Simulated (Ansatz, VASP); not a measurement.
Two plane-wave programs on Sn

```
Sn
1.0
     0.00000    3.32890    3.32890
     3.32890    0.00000    3.32890
     3.32890    3.32890    0.00000
Sn
2
Direct
  0.50000 0.50000 0.50000
  0.75000 0.75000 0.75000
```

Alike in both runs: task single point; functional PBE; k mesh 5 × 5 × 5; occupations fermi-dirac, width 0.1 eV; no spin polarisation.

|  | VASP | Ansatz |
| --- | --- | --- |
| version | VASP 6.6.1 | Ansatz 0.2.0 |
| potentials or method | VASP PAW PBE potentials, release 64 (Sn_d), cutoff 520 eV | plane waves (420 eV) with PAW, scalar-relativistic |
| valence electrons in the cell | 28 | 28 |

VASP gave:

| Quantity | Value |
| --- | --- |
| pressure (GPa) | 0.1 |

Problem. What did Ansatz give for the same quantities?

Solution. Pressure (GPa): 0.2.
